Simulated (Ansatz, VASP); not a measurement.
Os in VASP and in Ansatz

Contents of INCAR:

```
SYSTEM = Os
ALGO = Normal
EDIFF = 1E-7
ENCUT = 520
GGA = PE
ISIF = 2
ISMEAR = -1
LASPH = .TRUE.
LCHARG = .TRUE.
LELF = .TRUE.
LREAL = .FALSE.
LVHAR = .TRUE.
LWAVE = .FALSE.
NBANDS = 10
NELM = 80
PREC = Accurate
SIGMA = 0.1
```

File KPOINTS:

```
k-points
0
G
  17 17 17
  0 0 0
```

POSCAR

```
Os
1.0
    0.0000000000      1.8196984819      1.8196984819
    1.8196984819      0.0000000000      1.8196984819
    1.8196984819      1.8196984819      0.0000000000
Os
1
Direct
    0.0000000000      0.0000000000      0.0000000000
```

Input for Ansatz:

```yaml
crystal:
  lattice:
    - [0.0, 1.8196984819, 1.8196984819]
    - [1.8196984819, 0.0, 1.8196984819]
    - [1.8196984819, 1.8196984819, 0.0]
  atoms:
    - { symbol: Os, position: [0.0, 0.0, 0.0] }
kpoints:
  mp_grid: { grid: [17, 17, 17] }
scf:
  occupations: { method: fermi_dirac, width: 0.1 }
hamiltonian:
  xc: pbe
  pseudopotentials: { kind: paw }
output:
  forces: true
  stress: true
  eigenvalues: true
  populations: true
```

Change from the starting cell: volume scaled by 0.84, PAW files.

Alike in both runs: task single point; functional PBE; k mesh 17 × 17 × 17; occupations fermi-dirac, width 0.1 eV; no spin polarisation.

```csv
,VASP,Ansatz
version,VASP 6.6.1,Ansatz 0.2.0
potentials or method,"VASP PAW PBE potentials, release 64 (Os)","PAW with Ansatz's default frozen-core files, scalar-relativistic"
plane-wave cutoff (eV),520,420
valence electrons in the cell,8,16
```

```tsv
	VASP	Ansatz	Ansatz less VASP
pressure (GPa)	105.5	102.3	-3.20
```

Both programs put the cell under a high pressure, so it lies far from rest at this level. The functional is the same, so the differences come from potentials, cutoffs and numerics. VASP's potentials hold 8 valence electrons a cell and Ansatz's 16, so a difference there can come from the potentials and not from the codes.

Neither program's run includes spin-orbit coupling. Noted on VASP's run: the cell as given lies far from equilibrium.
